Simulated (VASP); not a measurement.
The system is Hf.

```
Hf
1.0
    -1.84040    1.84040    1.84040
     1.84040   -1.84040    1.84040
     1.84040    1.84040   -1.84040
Hf
1
Direct
  0.00000 0.00000 0.00000
```

Base run:

```yaml
Program: VASP 6.6.1
Functional: r2SCAN
Potentials_or_basis: VASP PAW PBE potentials, release 64 (Hf_pv)
Cutoff: 520 eV
k_mesh: 10 × 10 × 10
Occupations: fermi-dirac, width 0.05 eV
Spin: no spin polarisation
```

Its results: band gap on the k mesh zero (band 5 reaches 5.42 eV, above the bottom of band 6 at 3.08 eV); pressure -10.5 GPa.

Question: The run is repeated on the same cell with these changes: functional from r2SCAN to PBE0; k mesh from 10 × 10 × 10 to 6 × 6 × 6. What comes out?

Answer: Band gap on the k mesh zero (band 5 reaches 6.21 eV, above the bottom of band 6 at 2.59 eV); pressure -9.5 GPa.

Several settings changed at once, so the effect can't be laid on one alone.

Caveats: some runs use coarse meshes; the PAW data sets were made with another functional, which shifts forces and pressure a little; spin-orbit coupling is left out, which moves the levels of the heavy elements.
